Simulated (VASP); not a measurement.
Zn, 3 atoms in the cell. The typed cell holds 3 atoms: a = 2.641 Å, b = 2.596 Å, c = 7.472 Å, α = 100.60°, β = 100.66°, γ = 59.96°. 

```yaml
Program: VASP 6.6.1
Task: single point
Functional: PBEsol
Potentials_or_basis: VASP PAW PBE potentials, release 64 (Zn)
Cutoff: 520 eV
k_mesh: 12 × 12 × 4
Occupations: fermi-dirac, width 0.05 eV
Spin: no spin polarisation
Dipole_correction: no
Further_INCAR_settings: ALGO = Fast; EDIFF = 1e-06; NBANDS = 25
```

Potentials or basis: VASP PAW PBE potentials, release 64 (Zn).

Command:

```console
$ cat potpaw_PBE.64/Zn/POTCAR > POTCAR
$ mpirun -np 1 vasp_std > vasp.out
```

Hardware: 1 thread of Intel Xeon 8259CL (shared host).

Task: Estimate the wall time of this run.

Result: It took 9.2 min on 1 thread of Intel Xeon 8259CL, on a shared host, peak memory 0.34 GiB. Counts: scf iterations 12, k points 292.
